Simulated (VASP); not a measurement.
# Ag (I4/mmm) in VASP: a series of runs

Ag is run at these levels: PBEsol; tasks: single point.

Program: VASP 6.6.1. These are calculated values, not measurements. Logs are shortened: lines on timing, memory, paths and dates and some standing lists are left out, and cuts for length are marked.

## 1. The cell of the first run

It takes space group I4/mmm (No. 139, tetragonal). Conventional cell: a = 3.179 Å, b = 3.179 Å, c = 3.311 Å, α = 90.00°, β = 90.00°, γ = 90.00°. Within 3.7 Å of Ag (site symmetry 4/mmm) lie 14 Ag at 2.79 to 3.31 Å.

## 2. Single point, PBEsol

INCAR

```
ALGO = Normal
EDIFF = 1E-7
ENCUT = 520
GGA = PS
ISIF = 2
ISMEAR = -1
LASPH = T
LCHARG = T
LELF = T
LREAL = F
LVHAR = T
LWAVE = F
NBANDS = 12
NELM = 100
PREC = Accurate
SIGMA = 0.05
```

KPOINTS

```
k-points
0
Gamma
  10 10 10
```

POSCAR

```
Ag
1.0
   -1.5894278400      1.5894278400      1.6556540000
    1.5894278400     -1.5894278400      1.6556540000
    1.5894278400      1.5894278400     -1.6556540000
Ag
1
Direct
    0.0000000000      0.0000000000      0.0000000000
```

Potentials or basis: VASP PAW PBE potentials, release 64 (Ag).

Started as:

```bash
$ cat potpaw_PBE.64/Ag/POTCAR > POTCAR
$ mpirun -np 1 vasp_std > vasp.out
```

OUTCAR:

```text
EDIFF = 1E-7
   ENCUT = 520
   GGA = PS
   ISIF = 2
   ISMEAR = -1
   LASPH = T
   LREAL = F
   NELM = 100
   PREC = Accurate

 ion  position               nearest neighbor table
   1  0.000  0.000  0.000-

  LATTYP: Found a body centered tetragonal cell.
 ALAT       =     3.1788556800
 C/A-ratio  =     1.0416666667

  Lattice vectors:

 A1 = (  -1.5894278400,   1.5894278400,   1.6556540000)
 A2 = (   1.5894278400,  -1.5894278400,   1.6556540000)
 A3 = (   1.5894278400,   1.5894278400,  -1.6556540000)

Analysis of symmetry for initial positions (statically):
=====================================================================
 Subroutine PRICEL returns:
 Original cell was already a primitive cell.

 Routine SETGRP: Setting up the symmetry group for a
 body centered tetragonal supercell.

 Subroutine GETGRP returns: Found 16 space group operations
 (whereof 16 operations were pure point group operations)
 out of a pool of 16 trial point group operations.

The static configuration has the point symmetry D_4h.

Analysis of symmetry for dynamics (positions and initial velocities):
=====================================================================
 Subroutine PRICEL returns:
 Original cell was already a primitive cell.

 Routine SETGRP: Setting up the symmetry group for a
 body centered tetragonal supercell.

 Subroutine GETGRP returns: Found 16 space group operations
 (whereof 16 operations were pure point group operations)
 out of a pool of 16 trial point group operations.

The dynamic configuration has the point symmetry D_4h.

 Subroutine INISYM returns: Found 16 space group operations
 (whereof 16 operations are pure point group operations),
 and found     1 'primitive' translations

----------------------------------------------------------------------------------------

                                     Primitive cell

  volume of cell :      16.7306

  direct lattice vectors                    reciprocal lattice vectors
    -1.589427840  1.589427840  1.655654000     0.000000000  0.314578610  0.301995465
     1.589427840 -1.589427840  1.655654000     0.314578610  0.000000000  0.301995465
     1.589427840  1.589427840 -1.655654000     0.314578610  0.314578610  0.000000000

  length of vectors
     2.791729193  2.791729193  2.791729193     0.436074492  0.436074492  0.444881336

  position of ions in fractional coordinates (direct lattice)
     0.000000000  0.000000000  0.000000000

  ion indices of the primitive-cell ions
   primitive index   ion index
                 1           1

----------------------------------------------------------------------------------------

 KPOINTS: k-points

Automatic generation of k-mesh.
 Grid dimensions read from file:
 generate k-points for:   10   10   10

 Generating k-lattice:

  Cartesian coordinates                     Fractional coordinates (reciprocal lattice)
     0.000000000  0.031457861  0.030199547     0.100000000  0.000000000 -0.000000000
     0.031457861  0.000000000  0.030199547     0.000000000  0.100000000 -0.000000000
     0.031457861  0.031457861  0.000000000     0.000000000  0.000000000  0.100000000

  Length of vectors
     0.043607449  0.043607449  0.044488134

  Shift w.r.t. Gamma in fractional coordinates (k-lattice)
     0.000000000  0.000000000  0.000000000

 Subroutine IBZKPT returns following result:
 ===========================================

 Found    102 irreducible k-points:

 Following reciprocal coordinates:
            Coordinates               Weight
  0.000000  0.000000  0.000000      1.000000
  0.100000  0.000000 -0.000000      8.000000
  0.200000  0.000000 -0.000000      8.000000
  0.300000  0.000000 -0.000000      8.000000
  0.400000  0.000000 -0.000000      8.000000
  0.500000  0.000000  0.000000      4.000000
[... 16 lines left out ...]
  0.300000  0.300000 -0.000000      8.000000
  0.400000  0.300000 -0.000000     16.000000
 [... further k-points ...]
   k-points           NKPTS =    102   k-points in BZ     NKDIM =    102   number of bands    NBANDS=     12
   number of dos      NEDOS =    301   number of ions     NIONS =      1
   total plane-waves  NPLWV =  13824
   dimension x,y,z NGX =    24 NGY =   24 NGZ =   24
   dimension x,y,z NGXF=    48 NGYF=   48 NGZF=   48
   ions per type =               1
   NGX,Y,Z   is equivalent  to a cutoff of  14.29, 14.29, 14.29 a.u.
   NGXF,Y,Z  is equivalent  to a cutoff of  28.58, 28.58, 28.58 a.u.
 SYSTEM =  unknown system
   PREC   = accura    normal or accurate (medium, high low for compatibility)
   ISTART =      0    job   : 0-new  1-cont  2-samecut
   ICHARG =      2    charge: 1-file 2-atom 10-const
   ISPIN  =      1    spin polarized calculation?
   LNONCOLLINEAR =      F non collinear calculations
   LSORBIT =      F    spin-orbit coupling
   LASPH  =      T    aspherical Exc in radial PAW
   ENCUT  =  520.0 eV  38.22 Ry    6.18 a.u.   5.19  5.19  5.19*2*pi/ulx,y,z
   NELM   =    100;   NELMIN=  2; NELMDL= -5     # of ELM steps
   EDIFF  = 0.1E-06   stopping-criterion for ELM
   LREAL  =      F    real-space projection
   EDIFFG = 0.1E-05   stopping-criterion for IOM
   NSW    =      0    number of steps for IOM
   IBRION =     -1    ionic relax: 0-MD 1-quasi-New 2-CG
   NFREE  =      0    steps in history (QN), initial steepest desc. (CG)
   ISIF   =      2    stress and relaxation
   ISYM   =      2    0-nonsym 1-usesym 2-fastsym
   POTIM  = 0.5000    time-step for ionic-motion
   TEBEG  =    0.0;   TEEND  =   0.0 temperature during run
   PSTRESS=    0.0 pullay stress
   NELECT =      11.0000    total number of electrons
   NUPDOWN=      -1.0000    fix difference up-down
   EMIN   =  10.00;   EMAX   =-10.00  energy-range for DOS
   EFERMI =   0.00;   METHOD = LEGACY
   ISMEAR =    -1;   SIGMA  =   0.05  broadening in eV -4-tet -1-fermi 0-gaus
   EFERMI_NEDOS =   21; number of points for ismear=-14 and -15
   IALGO  =     38    algorithm
   IMIX   =      4    mixing-type and parameters
     AMIX     =   0.40;   BMIX     =  1.00
     AMIX_MAG =   1.60;   BMIX_MAG =  1.00
  volume/ion in A,a.u.               =      16.73       112.90
  Fermi-wavevector in a.u.,A,eV,Ry     =   1.423537  2.690094 27.571616  2.026457
  Thomas-Fermi vector in A             =   2.544124
   LORBIT       =      0    0 simple, 1 ext, 2 COOP (PROOUT), +10 PAW based schemes
   GGA     = PS    functional components
   LHFCALC =     F    Hartree Fock is set to
   AEXX    =    0.0000 exact exchange contribution
   IVDW    =     0    specifies the selected vdW correction
   LEPSILON=     F    determine dielectric tensor
   LRPA    =     F    only Hartree local field effects (RPA)
 non-spin polarized calculation
  energy-cutoff  :      520.00
  volume of cell :       16.73
 maximum number of plane-waves:       474
 NGX is ok and might be reduce to    24
   NGX = 11   NGY = 11   NGZ = 11

 number of electron      11.0000000 magnetization

 Free energy of the ion-electron system (eV)
  ---------------------------------------------------
  ext. energy  EPLUGINS =         0.00000000
  ---------------------------------------------------
  free energy    TOTEN  =        -3.24956814 eV

  energy without entropy =       -3.24459796  energy(sigma->0) =       -3.24708305

 E-fermi :   8.5438     XC(G=0): -12.5260

 val. band max:        8.5305713574   @ k =   0.5000   0.1000  -0.0000
 cond. band min:       8.6522304819   @ k =   0.3000   0.2000  -0.0000
 fundamental gap:      0.1216591245
 Fermi energy:         8.5438050094

 k-point     1 :       0.0000    0.0000    0.0000
  band No.  band energies     occupation
      1       0.5330      2.00000
      2       3.4802      2.00000
      3       3.4802      2.00000
      4       3.6657      2.00000
      5       4.8052      2.00000
      6       5.0256      2.00000
      7      26.0565      0.00000
      8      26.7427      0.00000
      9      26.7427      0.00000
     10      32.3521      0.00000
     11      33.0250      0.00000
     12      33.1473      0.00000

 k-point     2 :       0.1000    0.0000   -0.0000
  band No.  band energies     occupation
      1       0.8592      2.00000
      2       3.4703      2.00000
      3       3.4979      2.00000
      4       3.7872      2.00000
      5       4.7442      2.00000
      6       5.0005      2.00000
      7      25.4654      0.00000
      8      26.3297      0.00000
      9      26.9847      0.00000
     10      30.3224      0.00000
     11      30.8654      0.00000
     12      31.6805      0.00000

 k-point     3 :       0.2000    0.0000   -0.0000
  band No.  band energies     occupation
      1       1.6718      2.00000
      2       3.2880      2.00000
      3       3.6358      2.00000
      4       4.2967      2.00000
      5       4.6442      2.00000
      6       4.9820      2.00000
      7      22.4269      0.00000
      8      25.2337      0.00000
      9      27.5581      0.00000
     10      28.7884      0.00000
     11      29.6173      0.00000
     12      30.3876      0.00000
[... 286 lines left out ...]
 k-point    23 :       0.3000    0.3000   -0.0000
  band No.  band energies     occupation
      1       2.6401      2.00000
      2       3.2867      2.00000
      3       3.6943      2.00000
      4       4.9811      2.00000
      5       5.0697      2.00000
      6      11.2572      0.00000
      7      14.7761      0.00000
      8      14.8336      0.00000
      9      23.0951      0.00000
     10      30.0028      0.00000
     11      30.3941      0.00000
     12      37.4898      0.00000

 k-point    24 :       0.4000    0.3000   -0.0000
  band No.  band energies     occupation
      1       2.5881      2.00000
      2       3.2413      2.00000
      3       3.7589      2.00000
      4       4.9135      2.00000
      5       5.2243      2.00000
      6      11.5562      0.00000
      7      14.3422      0.00000
      8      14.9525      0.00000
      9      22.8994      0.00000
     10      29.1784      0.00000
     11      31.1578      0.00000
     12      37.9263      0.00000

 [... further k-points ...]
[... 5 lines left out ...]
  --------------------------------------------------------------------------------------
  -------------------------------------------------------------------------------------
  Total       -0.0908628     -0.0908628      0.2349243      0.0000000      0.0000000      0.0000000
  in kB       -8.7013292     -8.7013292     22.4971409      0.0000000      0.0000000      0.0000000
  external PRESSURE =       1.6981608 kB  Pullay stress =       0.0000000 kB

 VOLUME and BASIS-vectors are now :
 -----------------------------------------------------------------------------
  energy-cutoff  :      520.00
  volume of cell :       16.73
      direct lattice vectors                 reciprocal lattice vectors
    -1.589427840  1.589427840  1.655654000     0.000000000  0.314578610  0.301995465
     1.589427840 -1.589427840  1.655654000     0.314578610  0.000000000  0.301995465
     1.589427840  1.589427840 -1.655654000     0.314578610  0.314578610  0.000000000

 POSITION                                       TOTAL-FORCE (eV/Angst)
 -----------------------------------------------------------------------------------
      0.00000      0.00000      0.00000        -0.000000      0.000000     -0.000000
 -----------------------------------------------------------------------------------
    total drift:                               -0.000000      0.000000      0.000000

  FREE ENERGIE OF THE ION-ELECTRON SYSTEM (eV)
  ---------------------------------------------------
  free  energy   TOTEN  =        -3.2495681412 eV

  energy  without entropy=       -3.2445979592  energy(sigma->0) =       -3.24708305
```

Run time: 44 s. Hardware: 1 thread of AMD EPYC 7R13, shared host; peak memory 0.12 GiB.

What came out:

| Item | Value |
| --- | --- |
| Free energy | -3.2496 eV |
| Pressure | 0.2 GPa |

Levels at points of the mesh, in eV from the Fermi level:
| k point | band 4 | band 5 | band 6 | band 7 | band 8 | band 9 |
| --- | --- | --- | --- | --- | --- | --- |
| (0.00, 0.00, 0.00) | -4.88 | -3.74 | -3.52 | 17.51 | 18.20 | 18.20 |
| (0.50, 0.00, 0.00) | -3.47 | -2.58 | -0.30 | 4.09 | 13.56 | 14.91 |
| (0.50, 0.50, 0.00) | -3.42 | -2.54 | -0.05 | 4.49 | 12.92 | 13.96 |
| (0.50, 0.50, 0.50) | -2.80 | -2.80 | 6.08 | 7.27 | 7.27 | 12.51 |

Caveat: the PAW data sets were made with another functional, which shifts forces and pressure a little.

## 3. Single point, PBEsol

This run uses another cell than the first one, of 17.43 Å³/atom, 1.042 times its volume.

INCAR

```
PREC = Accurate ; ENCUT = 520
EDIFF = 1E-7 ; ISMEAR = -1
SIGMA = 0.05 ; LREAL = False
LASPH = True ; NELM = 60
ALGO = Normal ; ISIF = 2
LWAVE = False ; LCHARG = False
GGA = PS ; NBANDS = 12
```

KPOINTS

```
Automatic mesh
0
Gamma
  10 10 10
```

POSCAR

```
Ag
1.0
   -1.6225409200      1.6225409200      1.6556540000
    1.6225409200     -1.6225409200      1.6556540000
    1.6225409200      1.6225409200     -1.6556540000
Ag
1
Direct
    0.0000000000      0.0000000000      0.0000000000
```

Potentials or basis: VASP PAW PBE potentials, release 64 (Ag).

Started as:

```bash
$ cat potpaw_PBE.64/Ag/POTCAR > POTCAR
$ mpirun -np 1 vasp_std > vasp.out
```

It took 41 s on 1 thread of AMD EPYC 7R13, shared host; peak memory 0.12 GiB.

Results (log left out):

* Free energy: -3.2375 eV
* Pressure: -4.0 GPa

Stress tensor (GPa, compression positive):
```
-4.56  0.00  0.00
 0.00 -4.56  0.00
 0.00  0.00 -2.93
```

Levels at points of the mesh, in eV from the Fermi level:
| k point | band 2 | band 3 | band 4 | band 5 | band 6 | band 7 | band 8 | band 9 | band 10 | band 11 |
| --- | --- | --- | --- | --- | --- | --- | --- | --- | --- | --- |
| (0.00, 0.00, 0.00) | -4.90 | -4.90 | -4.81 | -3.63 | -3.52 | 17.57 | 17.91 | 17.91 | 23.40 | 23.96 |
| (0.50, 0.00, 0.00) | -5.60 | -3.68 | -3.45 | -2.60 | -0.17 | 3.89 | 13.27 | 14.33 | 19.77 | 20.99 |
| (0.50, 0.50, 0.00) | -5.70 | -3.56 | -3.42 | -2.58 | -0.06 | 4.08 | 12.95 | 13.88 | 19.43 | 20.50 |
| (0.50, 0.50, 0.50) | -6.26 | -2.85 | -2.82 | -2.82 | 6.34 | 6.92 | 6.92 | 12.30 | 13.21 | 13.46 |

Caveat: the PAW data sets were made with another functional, which shifts forces and pressure a little.

## 4. Single point, PBEsol

This run uses another cell than the first one, of 17.79 Å³/atom, 1.063 times its volume.

INCAR

```
SYSTEM = Ag
PREC = Accurate
ENCUT = 520
EDIFF = 1E-6
ISMEAR = -1
SIGMA = 0.05
LREAL = .FALSE.
LASPH = .TRUE.
NELM = 100
ALGO = Normal
ISIF = 2
LWAVE = .FALSE.
LCHARG = .FALSE.
GGA = PS
NBANDS = 12
```

KPOINTS

```
regular mesh
0
G
  10 10 10
  0 0 0
```

POSCAR

```
Ag
1.0
   -1.6390974600      1.6390974600      1.6556540000
    1.6390974600     -1.6390974600      1.6556540000
    1.6390974600      1.6390974600     -1.6556540000
Ag
1
Direct
    0.0000000000      0.0000000000      0.0000000000
```

Started as:

```bash
$ cat potpaw_PBE.64/Ag/POTCAR > POTCAR
$ mpirun -np 1 vasp_std > vasp.out
```

It took 42 s on 1 thread of AMD EPYC 7R13, shared host; peak memory 0.12 GiB.

It converged, with:

```
Free energy : -3.2259 eV
Pressure    : -5.7 GPa
```

Stress tensor (GPa, compression positive):
```
-5.94  0.00  0.00
 0.00 -5.94  0.00
 0.00  0.00 -5.19
```

Levels at points of the mesh, in eV from the Fermi level:
```csv
k point,band 3,band 4,band 5,band 6,band 7,band 8,band 9,band 10
"(0.00, 0.00, 0.00)",-4.81,-4.77,-3.57,-3.52,17.61,17.78,17.78,23.20
"(0.50, 0.00, 0.00)",-3.62,-3.43,-2.60,-0.11,3.80,13.14,14.07,19.45
"(0.50, 0.50, 0.00)",-3.56,-3.42,-2.59,-0.05,3.90,12.98,13.84,19.28
"(0.50, 0.50, 0.50)",-2.84,-2.82,-2.82,6.47,6.76,6.76,12.11,13.02
```

Caveat: the PAW data sets were made with another functional, which shifts forces and pressure a little.

## 5. Overview

| cell | gap on the mesh (eV) | pressure (GPa) |
| --- | --- | --- |
| a = 2.792 Å, angles 110.6, 110.6, 107.3°, 1 atom | none | 0.2 |
| a = 2.830 Å, angles 110.0, 110.0, 108.4°, 1 atom | none | -4.0 |
| a = 2.849 Å, angles 109.7, 109.7, 108.9°, 1 atom | none | -5.7 |

Alike in all rows: task single point; level PBEsol; potentials or basis VASP PAW PBE potentials, release 64 (Ag); no spin polarisation; k mesh 10 × 10 × 10; cutoff (eV) 520; smearing fermi-dirac 0.05 eV.

Caveats: the PAW data sets were made with another functional, which shifts forces and pressure a little.

Absolute energies hang on the potentials; compare differences alone.
